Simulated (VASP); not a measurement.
Re: single point with PBE

Re:

```xyz
2
Lattice="2.7379 0.0000 0.0000 -1.3690 2.3711 0.0000 0.0000 0.0000 4.4842" Properties=species:S:1:pos:R:3 pbc="T T T"
Re    0.0000    1.5807    1.0239
Re    1.3690    0.7904    3.4604
```

This cell differs from its parent crystal: atoms displaced along a vibrational mode, the cell strained.

```yaml
Program: VASP 6.6.1
Task: single point
Functional: PBE
Potentials_or_basis: VASP PAW PBE potentials, release 64 (Re)
Cutoff: 520 eV
k_mesh: 18 × 18 × 10
Occupations: gaussian, width 0.15 eV
Spin: no spin polarisation
```

| Quantity | Value |
| --- | --- |
| Pressure | 16.4 GPa |
| Largest force | 1.845 eV/Å |
| Band gap on the k mesh | zero (bands 7 and 8 overlap by 3.20 eV) |

Forces in eV/Å, atoms in the order of the input:
```
Re   0.000  0.000  1.845
Re   0.000  0.000 -1.845
```

Stress tensor (GPa, compression positive):
```
16.95  0.00  0.00
 0.00 16.95  0.00
 0.00  0.00 15.42
```

Levels at points of the mesh, in eV from the Fermi level:
```tsv
k point	band 4	band 5	band 6	band 7	band 8	band 9	band 10	band 11
(0.00, 0.00, 0.00)	-1.65	-1.65	-1.01	-1.01	0.66	0.66	0.94	3.70
(0.50, 0.00, 0.00)	-1.89	-1.53	-1.31	-0.48	4.19	4.42	4.94	6.28
(0.00, 0.00, 0.50)	-1.80	-1.80	-1.67	-1.67	-1.31	2.30	2.30	3.28
(0.50, 0.00, 0.50)	-3.51	-0.38	1.07	1.17	1.49	4.16	4.36	4.70
```

Run time: 51 s on 1 thread of Intel(R) Xeon(R) 6975P-C (Granite Rapids), on a shared host, peak memory 0.23 GiB.

Caveat: the cell differs from its parent crystal (atoms displaced along a vibrational mode, the cell strained); the cell stands under pressure; spin-orbit coupling is left out, which moves the levels of the heavy elements; forces of over 1 eV/Å act on the atoms, so gaps and moduli don't describe the material at rest.
